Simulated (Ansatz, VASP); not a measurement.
SnTe: VASP beside Ansatz

```xyz
2
Lattice="0.0000 3.6587 3.6587 3.6587 0.0000 3.6587 3.6587 3.6587 0.0000" Properties=species:S:1:pos:R:3 pbc="T T T"
Te    1.8293    1.8293    1.8293
Sn    0.0000    0.0000    0.0000
```

Change from the starting cell: volume scaled by 1.04.

Alike in both runs: task single point; functional PBEsol; k mesh 7 × 7 × 7; occupations fermi-dirac, width 0.05 eV; no spin polarisation.

|  | VASP | Ansatz |
| --- | --- | --- |
| version | VASP 6.6.1 | Ansatz 0.2.0 |
| potentials or method | VASP PAW PBE potentials, release 64 (Te, Sn_d), cutoff 520 eV | all-electron LAPW, scalar-relativistic |

|  | VASP | Ansatz | Ansatz less VASP |
| --- | --- | --- | --- |
| gap on the k mesh at the Fermi level (eV) | 0.37 | 0.37 | +0.003 |
| least direct gap on the mesh (eV) | 0.83 | 0.83 | +0.001 |
| pressure (GPa) | -2.2 | -2.2 | +0.01 |

VASP's potentials were made for PBE, not for PBEsol. Ansatz ran all-electron here, and VASP with PAW potentials.

Spin-orbit coupling is off throughout.
